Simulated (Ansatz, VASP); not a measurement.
# Zr2Si5 in VASP and in Ansatz

```
CELL_PARAMETERS angstrom
3.67907 0.00000 0.00000
0.00000 3.70518 0.00000
0.00000 0.00000 29.79726
ATOMIC_POSITIONS crystal
Si 0.25000 0.50000 0.25170
Si 0.75000 0.00000 0.25201
Si 0.25000 0.00000 0.34958
Si 0.75000 0.00000 0.40228
Si 0.25000 0.00000 0.49985
Si 0.75000 0.50000 0.50015
Si 0.25000 0.50000 0.59772
Si 0.75000 0.50000 0.65042
Si 0.25000 0.50000 0.74799
Si 0.75000 0.00000 0.74830
Zr 0.75000 0.50000 0.32365
Zr 0.25000 0.50000 0.42820
Zr 0.75000 0.00000 0.57180
Zr 0.25000 0.00000 0.67635
```

Alike in both runs: task single point; functional PBE; k mesh 4 × 4 × 1; occupations gaussian, width 0.1 eV; no spin polarisation.

|  | VASP | Ansatz |
| --- | --- | --- |
| version | VASP 6.6.1 | Ansatz 0.2.0 |
| potentials or method | VASP PAW PBE potentials, release 64 (Si, Zr_sv), cutoff 520 eV | scalar-relativistic, plane waves, PAW |
| valence electrons in the cell | 88 | 88 |

```csv
,VASP,Ansatz,Ansatz less VASP
gap on the k mesh at the Fermi level (eV),none,none,-
rms of the force components (eV/Å),0.155,0.155,-0.0002
```

A gap of «none» marks a metal or a gap that the smearing closes.

The k mesh is coarse, so the values compare programs but aren't converged.
